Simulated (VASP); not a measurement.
Here is a VASP 6.6.1 calculation.

Contents of INCAR:

```
PREC = Accurate
ENCUT = 520
EDIFF = 1E-6
ISMEAR = -1
SIGMA = 0.1
LREAL = F
LASPH = T
NELM = 100
ALGO = Normal
ISIF = 2
LWAVE = F
LCHARG = T
GGA = CA
LELF = T
LVHAR = T
NBANDS = 17
```

File KPOINTS:

```
Automatic mesh
0
Gamma
  15 15 8
```

Contents of POSCAR:

```
Pt
1.0
    2.6406013631      0.0000000000      0.0000000000
   -1.3203006816      2.2868278617      0.0000000000
    0.0000000000      0.0000000000      4.5294017258
Pt
2
Direct
    0.3333333333      0.6666666667      0.2500000000
    0.6666666667      0.3333333333      0.7500000000
```

Potentials or basis: VASP PAW LDA potentials, release 64 (Pt).

The run is started by

```console
$ cat potpaw_LDA.64/Pt/POTCAR > POTCAR
$ mpirun -np 1 vasp_std > vasp.out
```

Q: What does it give for the pressure?

A: 32.5 GPa.

Q: Predict the band gap on the k mesh.

A: Zero (bands 10 and 11 overlap by 1.57 eV).

Stress tensor (GPa, compression positive):
```
33.45  0.00  0.00
 0.00 33.45  0.00
 0.00  0.00 30.62
```

Caveat: the cell stands under pressure; spin-orbit coupling is left out, which moves the levels of the heavy elements.
